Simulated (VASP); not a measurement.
# Ge (Imma) in VASP: single point with PBEsol

Aim: the single point of Ge with PBEsol.

All numbers are computed with VASP 6.6.1; they aren't measurements. Logs are shortened: lines on timing, memory, paths and dates and some standing lists are left out, and cuts for length are marked.

### 1 The cell of the first run

Symmetry: Imma, No. 74, orthorhombic system. Conventional cell: a = 4.992 Å, b = 5.302 Å, c = 2.874 Å, α = 90.00°, β = 90.00°, γ = 90.00°. Ge (site symmetry mm2) has 8 Ge at 2.68 to 3.08 Å within 3.5 Å.

### 2 Single point, PBEsol

Input file INCAR:

```
PREC     = Accurate       # precision mode
ENCUT    = 520            # plane-wave cutoff, eV
EDIFF    = 1E-7           # SCF threshold, eV
ISMEAR   = 0              # smearing method
SIGMA    = 0.15           # smearing width, eV
LREAL    = False          # projectors in reciprocal space
LASPH    = True           # aspherical terms in the spheres
NELM     = 100            # most SCF steps
ALGO     = Normal         # electronic algorithm
ISIF     = 2              # what is computed and relaxed
LWAVE    = False          # write WAVECAR
LCHARG   = False          # write CHGCAR
GGA      = PS             # functional
NBANDS   = 21             # bands
```

Input file KPOINTS:

```
Automatic mesh
0
Gamma
  20 20 20
```

Input file POSCAR:

```
Ge
1.0
   -2.4958980000      2.6508630000      1.4369470000
    2.4958980000     -2.6508630000      1.4369470000
    2.4958980000      2.6508630000     -1.4369470000
Ge
2
Direct
    0.1859430000      0.9359430000      0.2500000000
    0.8140570000      0.0640570000      0.7500000000
```

Potentials or basis: VASP PAW PBE potentials, release 64 (Ge_d).

The run is started by

```console
$ cat potpaw_PBE.64/Ge_d/POTCAR > POTCAR
$ mpirun -np 1 vasp_std > vasp.out
```

OUTCAR:

```text
PREC = Accurate
   ENCUT = 520
   EDIFF = 1E-7
   ISMEAR = 0
   LREAL = False
   LASPH = True
   NELM = 100
   ISIF = 2
   GGA = PS

 ion  position               nearest neighbor table
   1  0.186  0.936  0.250-   2 2.68   2 2.68   2 2.72   2 2.72
   2  0.814  0.064  0.750-   1 2.68   1 2.68   1 2.72   1 2.72

  LATTYP: Found a body centered orthorhombic cell.
 ALAT       =     2.8738940000
 B/A-ratio  =     1.7369450648
 C/A-ratio  =     1.8447882907

  Lattice vectors:

 A1 = (   2.4958980000,  -2.6508630000,   1.4369470000)
 A2 = (  -2.4958980000,  -2.6508630000,  -1.4369470000)
 A3 = (   2.4958980000,   2.6508630000,  -1.4369470000)

Analysis of symmetry for initial positions (statically):
=====================================================================
 Subroutine PRICEL returns:
 Original cell was already a primitive cell.

 Routine SETGRP: Setting up the symmetry group for a
 body centered orthorhombic supercell.

 Subroutine GETGRP returns: Found  8 space group operations
 (whereof  4 operations were pure point group operations)
 out of a pool of  8 trial point group operations.

The static configuration has the point symmetry C_2h.
 The point group associated with its full space group is D_2h.

Analysis of symmetry for dynamics (positions and initial velocities):
=====================================================================
 Subroutine PRICEL returns:
 Original cell was already a primitive cell.

 Routine SETGRP: Setting up the symmetry group for a
 body centered orthorhombic supercell.

 Subroutine GETGRP returns: Found  8 space group operations
 (whereof  4 operations were pure point group operations)
 out of a pool of  8 trial point group operations.

The dynamic configuration has the point symmetry C_2h.
 The point group associated with its full space group is D_2h.

 Subroutine INISYM returns: Found  8 space group operations
 (whereof  4 operations are pure point group operations),
 and found     1 'primitive' translations

----------------------------------------------------------------------------------------

                                     Primitive cell

  volume of cell :      38.0290

  direct lattice vectors                    reciprocal lattice vectors
    -2.495898000  2.650863000  1.436947000     0.000000000  0.188617820  0.347959946
     2.495898000 -2.650863000  1.436947000     0.200328699  0.000000000  0.347959946
     2.495898000  2.650863000 -1.436947000     0.200328699  0.188617820  0.000000000

  length of vectors
     3.914255760  3.914255760  3.914255760     0.395793893  0.401506801  0.275151358

  position of ions in fractional coordinates (direct lattice)
     0.185943000  0.935943000  0.250000000
     0.814057000  0.064057000  0.750000000

  ion indices of the primitive-cell ions
   primitive index   ion index
                 1           1
                 2           2

----------------------------------------------------------------------------------------

 KPOINTS: Automatic mesh

Automatic generation of k-mesh.
 Grid dimensions read from file:
 generate k-points for:   20   20   20

 Generating k-lattice:

  Cartesian coordinates                     Fractional coordinates (reciprocal lattice)
     0.000000000  0.009430891  0.017397997     0.050000000  0.000000000  0.000000000
     0.010016435  0.000000000  0.017397997     0.000000000  0.050000000  0.000000000
     0.010016435  0.009430891  0.000000000     0.000000000  0.000000000  0.050000000

  Length of vectors
     0.019789695  0.020075340  0.013757568

  Shift w.r.t. Gamma in fractional coordinates (k-lattice)
     0.000000000  0.000000000  0.000000000

 Subroutine IBZKPT returns following result:
 ===========================================

 Found   1166 irreducible k-points:

 Following reciprocal coordinates:
            Coordinates               Weight
  0.000000  0.000000  0.000000      1.000000
  0.050000  0.000000 -0.000000      4.000000
  0.100000  0.000000 -0.000000      4.000000
  0.150000 -0.000000  0.000000      4.000000
  0.200000  0.000000 -0.000000      4.000000
  0.250000  0.000000 -0.000000      4.000000
[... 16 lines left out ...]
 -0.450000  0.050000  0.000000      8.000000
 -0.400000  0.050000  0.000000      8.000000
 [... further k-points ...]
   k-points           NKPTS =   1166   k-points in BZ     NKDIM =   1166   number of bands    NBANDS=     21
   number of dos      NEDOS =    301   number of ions     NIONS =      2
   total plane-waves  NPLWV =  27000
   dimension x,y,z NGX =    30 NGY =   30 NGZ =   30
   dimension x,y,z NGXF=    60 NGYF=   60 NGZF=   60
   ions per type =               2
   NGX,Y,Z   is equivalent  to a cutoff of  12.74, 12.74, 12.74 a.u.
   NGXF,Y,Z  is equivalent  to a cutoff of  25.48, 25.48, 25.48 a.u.
 SYSTEM =  unknown system
   PREC   = accura    normal or accurate (medium, high low for compatibility)
   ISTART =      0    job   : 0-new  1-cont  2-samecut
   ICHARG =      2    charge: 1-file 2-atom 10-const
   ISPIN  =      1    spin polarized calculation?
   LNONCOLLINEAR =      F non collinear calculations
   LSORBIT =      F    spin-orbit coupling
   LASPH  =      T    aspherical Exc in radial PAW
   ENCUT  =  520.0 eV  38.22 Ry    6.18 a.u.   7.28  7.28  7.28*2*pi/ulx,y,z
   NELM   =    100;   NELMIN=  2; NELMDL= -5     # of ELM steps
   EDIFF  = 0.1E-06   stopping-criterion for ELM
   LREAL  =      F    real-space projection
   EDIFFG = 0.1E-05   stopping-criterion for IOM
   NSW    =      0    number of steps for IOM
   IBRION =     -1    ionic relax: 0-MD 1-quasi-New 2-CG
   NFREE  =      0    steps in history (QN), initial steepest desc. (CG)
   ISIF   =      2    stress and relaxation
   ISYM   =      2    0-nonsym 1-usesym 2-fastsym
   POTIM  = 0.5000    time-step for ionic-motion
   TEBEG  =    0.0;   TEEND  =   0.0 temperature during run
   PSTRESS=    0.0 pullay stress
   NELECT =      28.0000    total number of electrons
   NUPDOWN=      -1.0000    fix difference up-down
   EMIN   =  10.00;   EMAX   =-10.00  energy-range for DOS
   EFERMI =   0.00;   METHOD = LEGACY
   ISMEAR =     0;   SIGMA  =   0.15  broadening in eV -4-tet -1-fermi 0-gaus
   EFERMI_NEDOS =   21; number of points for ismear=-14 and -15
   IALGO  =     38    algorithm
   IMIX   =      4    mixing-type and parameters
     AMIX     =   0.40;   BMIX     =  1.00
     AMIX_MAG =   1.60;   BMIX_MAG =  1.00
  volume/ion in A,a.u.               =      19.01       128.32
  Fermi-wavevector in a.u.,A,eV,Ry     =   1.478277  2.793539 29.732860  2.185304
  Thomas-Fermi vector in A             =   2.592578
   LORBIT       =      0    0 simple, 1 ext, 2 COOP (PROOUT), +10 PAW based schemes
   GGA     = PS    functional components
   LHFCALC =     F    Hartree Fock is set to
   AEXX    =    0.0000 exact exchange contribution
   IVDW    =     0    specifies the selected vdW correction
   LEPSILON=     F    determine dielectric tensor
   LRPA    =     F    only Hartree local field effects (RPA)
 non-spin polarized calculation
 Gauss-broadening in eV      SIGMA  =   0.15
  energy-cutoff  :      520.00
  volume of cell :       38.03
 maximum number of plane-waves:      1048
 NGX is ok and might be reduce to    30
   NGX = 15   NGY = 15   NGZ = 15

 number of electron      28.0000014 magnetization

 Free energy of the ion-electron system (eV)
  ---------------------------------------------------
  ext. energy  EPLUGINS =         0.00000000
  ---------------------------------------------------
  free energy    TOTEN  =        -9.51610595 eV

  energy without entropy =       -9.50646109  energy(sigma->0) =       -9.51128352

 E-fermi :   6.3721     XC(G=0): -11.3400

 val. band max:        6.3713381884   @ k =   0.2000   0.4500  -0.0000
 cond. band min:       6.3749060260   @ k =   0.3000   0.1000   0.0000
 fundamental gap:      0.0035678376
 Fermi energy:         6.3721335244

 k-point     1 :       0.0000    0.0000    0.0000
  band No.  band energies     occupation
      1     -18.2821      2.00000
      2     -18.2049      2.00000
      3     -18.2030      2.00000
      4     -18.2002      2.00000
      5     -18.1665      2.00000
      6     -18.1287      2.00000
[... 13 lines left out ...]
     20      17.1211      0.00000
     21      19.0443      0.00000

 k-point     2 :       0.0500    0.0000   -0.0000
  band No.  band energies     occupation
      1     -18.2801      2.00000
      2     -18.2033      2.00000
      3     -18.1990      2.00000
      4     -18.1989      2.00000
      5     -18.1670      2.00000
      6     -18.1296      2.00000
[... 13 lines left out ...]
     20      17.4359      0.00000
     21      18.6906      0.00000

 k-point     3 :       0.1000    0.0000   -0.0000
  band No.  band energies     occupation
      1     -18.2745      2.00000
      2     -18.1971      2.00000
      3     -18.1953      2.00000
      4     -18.1888      2.00000
      5     -18.1685      2.00000
      6     -18.1317      2.00000
[... 13 lines left out ...]
     20      17.1494      0.00000
     21      18.4823      0.00000

 k-point     4 :       0.1500   -0.0000    0.0000
  band No.  band energies     occupation
      1     -18.2657      2.00000
      2     -18.1896      2.00000
      3     -18.1867      2.00000
      4     -18.1741      2.00000
      5     -18.1706      2.00000
      6     -18.1343      2.00000
[... 13 lines left out ...]
     20      16.1142      0.00000
     21      18.4804      0.00000

 k-point     5 :       0.2000    0.0000   -0.0000
  band No.  band energies     occupation
      1     -18.2544      2.00000
      2     -18.1827      2.00000
      3     -18.1740      2.00000
      4     -18.1722      2.00000
      5     -18.1563      2.00000
      6     -18.1356      2.00000
[... 13 lines left out ...]
     20      15.2448      0.00000
     21      18.5377      0.00000
[... 382 lines left out ...]
     20      17.4349      0.00000
     21      18.1800      0.00000

 k-point    22 :       0.5000    0.0500   -0.0000
  band No.  band energies     occupation
      1     -18.1908      2.00000
      2     -18.1710      2.00000
      3     -18.1620      2.00000
      4     -18.1569      2.00000
      5     -18.1425      2.00000
      6     -18.1245      2.00000
[... 13 lines left out ...]
     20      17.4205      0.00000
     21      18.1143      0.00000

 k-point    23 :      -0.4500    0.0500    0.0000
  band No.  band energies     occupation
      1     -18.1966      2.00000
      2     -18.1746      2.00000
      3     -18.1567      2.00000
      4     -18.1481      2.00000
      5     -18.1443      2.00000
      6     -18.1282      2.00000
[... 13 lines left out ...]
     20      16.6637      0.00000
     21      18.8373      0.00000

 k-point    24 :      -0.4000    0.0500    0.0000
  band No.  band energies     occupation
      1     -18.2066      2.00000
      2     -18.1775      2.00000
      3     -18.1540      2.00000
      4     -18.1481      2.00000
      5     -18.1370      2.00000
      6     -18.1287      2.00000
[... 13 lines left out ...]
     20      15.4096      0.00000
     21      19.7480      0.00000

 [... further k-points ...]
[... 5 lines left out ...]
  --------------------------------------------------------------------------------------
  -------------------------------------------------------------------------------------
  Total       -0.4942405     -0.7429331     -0.6024531      0.0000000      0.0000000      0.0000000
  in kB      -20.8225560    -31.3000796    -25.3815992      0.0000000      0.0000000      0.0000000
  external PRESSURE =     -25.8347449 kB  Pullay stress =       0.0000000 kB

 VOLUME and BASIS-vectors are now :
 -----------------------------------------------------------------------------
  energy-cutoff  :      520.00
  volume of cell :       38.03
      direct lattice vectors                 reciprocal lattice vectors
    -2.495898000  2.650863000  1.436947000     0.000000000  0.188617820  0.347959946
     2.495898000 -2.650863000  1.436947000     0.200328699  0.000000000  0.347959946
     2.495898000  2.650863000 -1.436947000     0.200328699  0.188617820  0.000000000

 POSITION                                       TOTAL-FORCE (eV/Angst)
 -----------------------------------------------------------------------------------
      2.49590     -1.32543      1.25285        -0.000000      0.000000     -0.048929
      0.00000      3.97629      0.18409         0.000000     -0.000000      0.048929
 -----------------------------------------------------------------------------------
    total drift:                                0.000000      0.000000     -0.000000

  FREE ENERGIE OF THE ION-ELECTRON SYSTEM (eV)
  ---------------------------------------------------
  free  energy   TOTEN  =        -9.5161059508 eV

  energy  without entropy=       -9.5064610948  energy(sigma->0) =       -9.51128352
```

Run time: 6.7 min. Hardware: 1 thread of AMD EPYC 9R45 (Zen 5), shared host; peak memory 0.73 GiB.

Results:

* Free energy: -9.5161 eV
* Pressure: -2.6 GPa
* Largest force: 0.049 eV/Å
* Band gap on the k mesh: zero (bands 14 and 15 overlap by 5.76 eV)

Forces on the atoms (eV/Å):
```
Ge   0.000  0.000 -0.049
Ge   0.000  0.000  0.049
```

Stress tensor (GPa, compression positive):
```
-2.08  0.00  0.00
 0.00 -3.13  0.00
 0.00  0.00 -2.54
```

Levels at points of the mesh, in eV from the Fermi level:
| k point | band 12 | band 13 | band 14 | band 15 | band 16 | band 17 |
| --- | --- | --- | --- | --- | --- | --- |
| (0.00, 0.00, 0.00) | -3.80 | -2.33 | -1.88 | 3.45 | 6.96 | 7.19 |
| (0.50, 0.00, 0.00) | -6.95 | -1.93 | -1.53 | -0.76 | 1.50 | 3.21 |
| (0.00, 0.50, 0.00) | -5.89 | -3.44 | -2.23 | -1.76 | 3.12 | 4.02 |
| (0.50, 0.50, 0.00) | -10.34 | 0.67 | 0.67 | 2.29 | 2.29 | 6.76 |
| (0.50, 0.50, 0.50) | -8.20 | -5.83 | -5.58 | 4.41 | 6.87 | 10.73 |

Caveat: the PAW data sets were made with another functional, which shifts forces and pressure a little.
